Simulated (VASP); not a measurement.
Input of a VASP 6.6.1 run:

INCAR

```
ALGO = Normal
EDIFF = 1E-6
ENCUT = 520
GGA = PS
ISIF = 2
ISMEAR = -1
LASPH = T
LCHARG = F
LREAL = F
LWAVE = F
NBANDS = 13
NELM = 80
PREC = Accurate
SIGMA = 0.05
```

The input KPOINTS:

```
k-points
0
Gamma
  10 10 10
```

POSCAR

```
Sn
1.0
   -1.7042878056      1.7042878056      1.7042878056
    1.7042878056     -1.7042878056      1.7042878056
    1.7042878056      1.7042878056     -1.7042878056
Sn
1
Direct
    0.0000000000      0.0000000000      0.0000000000
```

Potentials or basis: VASP PAW PBE potentials, release 64 (Sn_d).

Command:

```bash
$ cat potpaw_PBE.64/Sn_d/POTCAR > POTCAR
$ mpirun -np 1 vasp_std > vasp.out
```

(1) What does it give for the band gap on the k mesh?

(2) Predict the pressure.

## Answers

(1) zero (band 7 reaches 23.79 eV, above the bottom of band 8 at 9.02 eV).

(2) 30.0 GPa.

Caveat: the PAW data sets were made with another functional, which shifts forces and pressure a little; spin-orbit coupling is left out, which moves the levels of the heavy elements.
